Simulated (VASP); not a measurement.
# Mg in VASP: notebook

Mg is run at these levels: PBE; tasks: single point.

Everything below comes from runs of VASP 6.6.1. Logs are shortened: lines on timing, memory, paths and dates and some standing lists are left out, and cuts for length are marked.

### 1 The cell of the first run

The cell holds a sheet with vacuum, 2 atoms: a = 3.894 Å, b = 3.894 Å, c = 14.000 Å, α = 90.00°, β = 90.00°, γ = 120.00°.

### 2 Single point, PBE

File INCAR:

```
  PREC = Accurate
  ENCUT = 520
  EDIFF = 1E-6
  ISMEAR = 0
  SIGMA = 0.1
  LREAL = F
  LASPH = T
  NELM = 80
  ALGO = Normal
  ISIF = 2
  LWAVE = F
  LCHARG = T
  LDIPOL = T
  IDIPOL = 3
  DIPOL = 0.5 0.5 0.500
  GGA = PE
  LELF = T
  LVHAR = T
  LVACPOTAV = T
  NBANDS = 9
```

File KPOINTS:

```
Automatic mesh
0
Gamma
  6 6 1
```

File POSCAR:

```
Mg
1.0
    3.8938090000      0.0000000000      0.0000000000
   -1.9469040000      3.3721370000      0.0000000000
    0.0000000000      0.0000000000     14.0000000000
Mg
2
Direct
    0.6666666700      0.3333333300      0.5000000000
    0.3333333300      0.6666666700      0.5000000000
```

Potentials or basis: VASP PAW PBE potentials, release 64 (Mg).

Command:

```sh
> cat potpaw_PBE.64/Mg/POTCAR > POTCAR
> mpirun -np 1 vasp_std > vasp.out
```

OUTCAR:

```text
PREC = Accurate
   ENCUT = 520
   EDIFF = 1E-6
   ISMEAR = 0
   LREAL = F
   LASPH = T
   NELM = 80
   ISIF = 2
   GGA = PE

 ion  position               nearest neighbor table
   1  0.667  0.333  0.500-   2 2.25   2 2.25   2 2.25
   2  0.333  0.667  0.500-   1 2.25   1 2.25   1 2.25

  LATTYP: Found a hexagonal cell.
 ALAT       =     3.8938090000
 C/A-ratio  =     3.5954511379

  Lattice vectors:

 A1 = (   3.8938090000,   0.0000000000,   0.0000000000)
 A2 = (  -1.9469040000,   3.3721370000,   0.0000000000)
 A3 = (   0.0000000000,   0.0000000000,  14.0000000000)

Analysis of symmetry for initial positions (statically):
=====================================================================
 Subroutine PRICEL returns:
 Original cell was already a primitive cell.

 Routine SETGRP: Setting up the symmetry group for a
 hexagonal supercell.

 Subroutine GETGRP returns: Found 24 space group operations
 (whereof 24 operations were pure point group operations)
 out of a pool of 24 trial point group operations.

The static configuration has the point symmetry D_6h.

Analysis of symmetry for dynamics (positions and initial velocities):
=====================================================================
 Subroutine PRICEL returns:
 Original cell was already a primitive cell.

 Routine SETGRP: Setting up the symmetry group for a
 hexagonal supercell.

 Subroutine GETGRP returns: Found 24 space group operations
 (whereof 24 operations were pure point group operations)
 out of a pool of 24 trial point group operations.

The dynamic configuration has the point symmetry D_6h.

 Subroutine INISYM returns: Found 24 space group operations
 (whereof 24 operations are pure point group operations),
 and found     1 'primitive' translations

----------------------------------------------------------------------------------------

                                     Primitive cell

  volume of cell :     183.8264

  direct lattice vectors                    reciprocal lattice vectors
     3.893809000  0.000000000  0.000000000     0.256817938  0.148273890  0.000000000
    -1.946904000  3.372137000  0.000000000     0.000000000  0.296547857  0.000000000
     0.000000000  0.000000000 14.000000000     0.000000000  0.000000000  0.071428571

  length of vectors
     3.893809000  3.893808307 14.000000000     0.296547804  0.296547857  0.071428571

  position of ions in fractional coordinates (direct lattice)
     0.666666670  0.333333330  0.500000000
     0.333333330  0.666666670  0.500000000

  ion indices of the primitive-cell ions
   primitive index   ion index
                 1           1
                 2           2

[... 66 lines left out ...]
   EMIN   =  10.00;   EMAX   =-10.00  energy-range for DOS
   EFERMI =   0.00;   METHOD = LEGACY
   ISMEAR =     0;   SIGMA  =   0.10  broadening in eV -4-tet -1-fermi 0-gaus
   EFERMI_NEDOS =   21; number of points for ismear=-14 and -15
   IALGO  =     38    algorithm
   IMIX   =      4    mixing-type and parameters
     AMIX     =   0.40;   BMIX     =  1.00
     AMIX_MAG =   1.60;   BMIX_MAG =  1.00
  volume/ion in A,a.u.               =      91.91       620.26
  Fermi-wavevector in a.u.,A,eV,Ry     =   0.457045  0.863690  2.842122  0.208890
  Thomas-Fermi vector in A             =   1.441562
   LORBIT       =      0    0 simple, 1 ext, 2 COOP (PROOUT), +10 PAW based schemes
   GGA     = PE    functional components
   LHFCALC =     F    Hartree Fock is set to
   AEXX    =    0.0000 exact exchange contribution
   IVDW    =     0    specifies the selected vdW correction
   LEPSILON=     F    determine dielectric tensor
   LRPA    =     F    only Hartree local field effects (RPA)
 non-spin polarized calculation
 Gauss-broadening in eV      SIGMA  =   0.10
  energy-cutoff  :      520.00
  volume of cell :      183.83
 maximum number of plane-waves:      4968
 NGX is ok and might be reduce to    30
   NGX = 15   NGY = 15   NGZ = 53

 dipolmoment           0.000000      0.000000     -0.000000 electrons x Angstroem

 number of electron       4.0000000 magnetization

 dipolmoment           0.000000      0.000000      0.000000 electrons x Angstroem

 Free energy of the ion-electron system (eV)
  ---------------------------------------------------
  ext. energy  EPLUGINS =         0.00000000
  ---------------------------------------------------
  free energy    TOTEN  =         1.73548084 eV

  energy without entropy =        1.74405248  energy(sigma->0) =        1.73976666

 E-fermi :  -2.3170     XC(G=0):  -3.0524

 val. band max:       -2.3474631180   @ k =   0.1667   0.1667   0.0000
 cond. band min:      -2.0136388757   @ k =   0.3333  -0.0000   0.0000
 fundamental gap:      0.3338242423
 Fermi energy:        -2.3170069043

 k-point     1 :       0.0000    0.0000    0.0000
  band No.  band energies     occupation
      1      -8.2409      2.00000
      2      -3.3595      2.00000
      3       0.4284      0.00000
      4       1.8600      0.00000
      5       2.1185      0.00000
      6       2.2324      0.00000
      7       2.2324      0.00000
      8       3.4755      0.00000
      9       3.4755      0.00000
[... 61 lines left out ...]
 k-point     7 :       0.3333    0.3333    0.0000
  band No.  band energies     occupation
      1      -4.1400      2.00000
      2      -4.1400      2.00000
      3      -3.6324      2.00000
      4       0.3595      0.00000
      5       0.3595      0.00000
      6       1.6502      0.00000
      7       4.6440      0.00000
      8       4.6440      0.00000
      9       5.0197      0.00000

------------------------ aborting loop because EDIFF is reached ----------------------------------------

  FORCE on cell =-STRESS in cart. coord.  units (eV):
  Direction    XX          YY          ZZ          XY          YZ          ZX
  --------------------------------------------------------------------------------------
  -------------------------------------------------------------------------------------
  Total       11.0183382     11.0183348     -0.0000971      0.0000016      0.0000000     -0.0000000
  in kB       96.0326225     96.0325934     -0.0008460      0.0000142      0.0000000     -0.0000000
  external PRESSURE =      64.0214567 kB  Pullay stress =       0.0000000 kB

 VOLUME and BASIS-vectors are now :
 -----------------------------------------------------------------------------
  energy-cutoff  :      520.00
  volume of cell :      183.83
      direct lattice vectors                 reciprocal lattice vectors
     3.893809000  0.000000000  0.000000000     0.256817938  0.148273890  0.000000000
    -1.946904000  3.372137000  0.000000000     0.000000000  0.296547857  0.000000000
     0.000000000  0.000000000 14.000000000     0.000000000  0.000000000  0.071428571

 POSITION                                       TOTAL-FORCE (eV/Angst)
 -----------------------------------------------------------------------------------
      1.94690      1.12405      7.00000         0.000000      0.000000      0.000000
      0.00000      2.24809      7.00000        -0.000000     -0.000000     -0.000000
 -----------------------------------------------------------------------------------
    total drift:                               -0.000000      0.000000      0.000000

  FREE ENERGIE OF THE ION-ELECTRON SYSTEM (eV)
  ---------------------------------------------------
  free  energy   TOTEN  =         1.7354808400 eV

  energy  without entropy=        1.7440524800  energy(sigma->0) =        1.73976666

 vacuum level on the upper side and lower side of the slab         1.723         1.723
```

OSZICAR:

```text
N       E                     dE             d eps       ncg     rms          rms(c)
DAV:   1     0.868534829175E+01    0.86853E+01   -0.11770E+03   126   0.278E+02
DAV:   2     0.183428959725E+01   -0.68511E+01   -0.67370E+01   189   0.312E+01
DAV:   3     0.165885462639E+01   -0.17543E+00   -0.17531E+00   159   0.523E+00
DAV:   4     0.165626623454E+01   -0.25884E-02   -0.25882E-02   167   0.725E-01
DAV:   5     0.165620846506E+01   -0.57769E-04   -0.57769E-04   177   0.909E-02    0.876E-01
DAV:   6     0.170275881880E+01    0.46550E-01   -0.17340E-02   157   0.383E-01    0.547E-01
DAV:   7     0.173477607021E+01    0.32017E-01   -0.57022E-02   163   0.698E-01    0.600E-02
DAV:   8     0.173557415631E+01    0.79809E-03   -0.32875E-03   141   0.229E-01    0.214E-02
DAV:   9     0.173582067489E+01    0.24652E-03   -0.18790E-04   167   0.477E-02    0.182E-02
DAV:  10     0.173584763912E+01    0.26964E-04   -0.19252E-04   147   0.432E-02    0.831E-03
DAV:  11     0.173577071660E+01   -0.76923E-04   -0.84294E-06   148   0.143E-02    0.559E-03
DAV:  12     0.173558624184E+01   -0.18447E-03   -0.32872E-05   163   0.190E-02    0.258E-03
DAV:  13     0.173548895147E+01   -0.97290E-04   -0.69872E-06   153   0.723E-03    0.137E-03
DAV:  14     0.173548502332E+01   -0.39281E-05   -0.23581E-07   131   0.217E-03    0.731E-04
DAV:  15     0.173548115091E+01   -0.38724E-05   -0.29543E-07   145   0.145E-03    0.126E-04
DAV:  16     0.173548083998E+01   -0.31093E-06   -0.22985E-08   158   0.430E-04
   1 F= 0.17354808E+01 E0= 0.17397667E+01  d E =-.857164E-02
```

stdout:

```text
POSCAR found type information on POSCAR Mg
 POSCAR found :  1 types and       2 ions
 scaLAPACK will be used
 LDA part: xc-table for (Slater+PW92), standard interpolation
 POSCAR, INCAR and KPOINTS ok, starting setup
 FFT: planning ... GRIDC
 FFT: planning ... GRID_SOFT
 FFT: planning ... GRID
 WAVECAR not read
 entering main loop
 -----------------------------------------------------------------------------
|                                                                             |
|           W    W    AA    RRRRR   N    N  II  N    N   GGGG   !!!           |
|           W    W   A  A   R    R  NN   N  II  NN   N  G    G  !!!           |
|           W    W  A    A  R    R  N N  N  II  N N  N  G       !!!           |
|           W WW W  AAAAAA  RRRRR   N  N N  II  N  N N  G  GGG   !            |
|           WW  WW  A    A  R   R   N   NN  II  N   NN  G    G                |
|           W    W  A    A  R    R  N    N  II  N    N   GGGG   !!!           |
|                                                                             |
|     Did not find any points to average over, which means that no vacuum     |
|     field-free region was found. Please increase the size of  your cell     |
|     in the dimension of the dipole correction to obtain accurate            |
|     workfunction values.                                                    |
|                                                                             |
 -----------------------------------------------------------------------------
```

Wall time 26 s (1 thread of Intel Xeon Platinum 8259CL at 2.50GHz (Skylake/Cascade Lake), shared host); peak memory 0.28 GiB.

What came out:

* Free energy: 1.7355 eV
* Band gap on the k mesh: zero (band 2 reaches -2.35 eV, above the bottom of band 3 at -3.63 eV)

Levels at points of the mesh, in eV from the Fermi level:
| k point | band 1 | band 2 | band 3 | band 4 | band 5 |
| --- | --- | --- | --- | --- | --- |
| (0.00, 0.00, 0.00) | -5.92 | -1.04 | 2.75 | 4.18 | 4.44 |
| (0.50, 0.00, 0.00) | -2.88 | -2.50 | 1.67 | 2.39 | 2.47 |

### 3 Single point, PBE

File INCAR:

```
SYSTEM = Mg
PREC     = Accurate       ! precision mode
ENCUT    = 520            ! plane-wave cutoff, eV
EDIFF    = 1E-6           ! SCF threshold, eV
ISMEAR   = 0              ! smearing method
SIGMA    = 0.1            ! smearing width, eV
LREAL    = .False.        ! projectors in reciprocal space
LASPH    = .True.         ! aspherical terms in the spheres
NELM     = 60             ! most SCF steps
ALGO     = Normal         ! electronic algorithm
ISIF     = 2              ! what is computed and relaxed
LWAVE    = .False.        ! write WAVECAR
LCHARG   = .True.         ! write CHGCAR
LDIPOL   = .True.       
IDIPOL   = 3            
DIPOL    = 0.5 0.5 0.500
GGA      = PE             ! functional
LELF     = .True.         ! ELF
LVHAR    = .True.       
LVACPOTAV= .True.       
NBANDS   = 9              ! bands
```

File KPOINTS:

```
regular mesh
0
Gamma
  6 6 1
  0 0 0
```

POSCAR is that of step 2.

Potentials or basis: VASP PAW PBE potentials, release 64 (Mg).

Command:

```sh
> cat potpaw_PBE.64/Mg/POTCAR > POTCAR
> mpirun -np 1 vasp_std > vasp.out
```

Run time: 31 s. Hardware: 1 thread of Intel Xeon Platinum 8259CL at 2.50GHz (Skylake/Cascade Lake), shared host; peak memory 0.27 GiB.

Results (log left out):

```yaml
Free_energy: 1.7355 eV
Band_gap_on_the_k_mesh: zero (band 2 reaches -2.35 eV, above the bottom of band 3 at -3.63 eV)
```

Levels at points of the mesh, in eV from the Fermi level:
```csv
k point,band 1,band 2,band 3,band 4,band 5,band 6,band 7
"(0.00, 0.00, 0.00)",-5.92,-1.04,2.75,4.18,4.44,4.55,4.55
"(0.50, 0.00, 0.00)",-2.88,-2.50,1.67,2.39,2.47,4.37,5.92
```

### 4 Single point, PBE

This run uses another cell than the first one, of 282.98 Å³/atom, 3.079 times its volume.

File INCAR:

```
  PREC = Accurate
  ENCUT = 520
  EDIFF = 1E-7
  ISMEAR = 0
  SIGMA = 0.1
  LREAL = False
  LASPH = True
  NELM = 80
  ALGO = Normal
  ISIF = 2
  LWAVE = False
  LCHARG = False
  LDIPOL = True
  IDIPOL = 3
  DIPOL = 0.5 0.5 0.294
  GGA = PE
  NBANDS = 9
```

File KPOINTS:

```
regular mesh
0
Gamma
  6 6 1
```

File POSCAR:

```
Mg
1.0
    5.2401264109     -0.0000003885      0.0000000000
   -2.6200628690      4.5380827851      0.0000000000
    0.0000000000      0.0000000000     23.8000000000
Mg
2
Direct
    0.6666666667      0.3333333333      0.2941176471
    0.3333333333      0.6666666667      0.2941176471
```

Command:

```sh
> cat potpaw_PBE.64/Mg/POTCAR > POTCAR
> mpirun -np 1 vasp_std > vasp.out
```

Run time: 67 s. Hardware: 1 thread of Intel Xeon Platinum 8259CL at 2.50GHz (Skylake/Cascade Lake), shared host; peak memory 0.54 GiB.

It converged, with:

| Property | Result |
| --- | --- |
| Free energy | -0.9235 eV |
| Band gap on the k mesh | zero (band 2 reaches -2.39 eV, above the bottom of band 3 at -2.99 eV) |

Levels at points of the mesh, in eV from the Fermi level:
```
           k point  band 1  band 2  band 3  band 4  band 5  band 6  band 7
(0.00, 0.00, 0.00)   -4.18   -0.11    1.71    1.71    2.41    3.01    3.04
(0.50, 0.00, 0.00)   -2.86   -1.97    0.79    1.21    2.02    2.29    4.12
```

(Part 1 of 2 ends here.)
